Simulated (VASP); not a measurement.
Crystal: ZrSi2.

```
Zr Si
1.0
     0.00000    4.19814    4.35923
     2.44319    0.00000    4.35923
     2.44319    4.19814    0.00000
Zr Si
2 4
Direct
  0.75000 0.75000 0.75000
  0.50000 0.50000 0.50000
  0.08617 0.41383 0.08617
  0.41383 0.08617 0.41383
  0.16383 0.83617 0.16383
  0.83617 0.16383 0.83617
```

- Program: VASP 6.6.1
- Task: relaxation of cell and atoms
- Functional: PBEsol
- Potentials or basis: VASP PAW PBE potentials, release 64 (Zr_sv, Si)
- Cutoff: 600 eV
- k mesh: 6 × 6 × 6
- Occupations: gaussian, width 0.1 eV
- Spin: no spin polarisation

At the start: pressure 14.3 GPa; volume 14.90 Å³/atom.

**Question.** Where does the relaxation end?

**Answer.** Over 10 steps the energy falls by 60.8 meV/atom and the volume is 16.20 Å³/atom (+8.7 %); space group Fddd (No. 70, to 0.1 Å) before and after.

Step by step:
| step | energy change (eV) | largest force (eV/Å) | pressure (GPa) | volume (Å³) |
| --- | --- | --- | --- | --- |
| 1 | 0.0000 | 0.3184 | 14.34 | 89.42 |
| 2 | 0.0986 | 0.1524 | -11.93 | 107.82 |
| 3 | -0.3340 | 0.2328 | -0.35 | 97.45 |
| 4 | -0.3342 | 0.2343 | -0.12 | 97.29 |
| 5 | -0.3481 | 0.1827 | -0.10 | 97.48 |
| 6 | -0.3482 | 0.1794 | -0.09 | 97.49 |
| 7 | -0.3563 | 0.1334 | -0.11 | 97.44 |
| 8 | -0.3631 | 0.0230 | -0.10 | 97.35 |
| 9 | -0.3642 | 0.0302 | 0.28 | 97.14 |
| 10 | -0.3648 | 0.0100 | 0.13 | 97.22 |

Final structure:
```yaml
crystal:
  lattice:
    - [0.00000, 4.30716, 4.45328]
    - [2.53429, 0.00000, 4.45328]
    - [2.53429, 4.30716, 0.00000]
  atoms:
    - { symbol: Zr, position: [0.75000, 0.75000, 0.75000] }
    - { symbol: Zr, position: [0.50000, 0.50000, 0.50000] }
    - { symbol: Si, position: [0.09327, 0.40673, 0.09327] }
    - { symbol: Si, position: [0.40673, 0.09327, 0.40673] }
    - { symbol: Si, position: [0.15673, 0.84327, 0.15673] }
    - { symbol: Si, position: [0.84327, 0.15673, 0.84327] }
```

Caveat: the PAW data sets were made with another functional, which shifts forces and pressure a little.
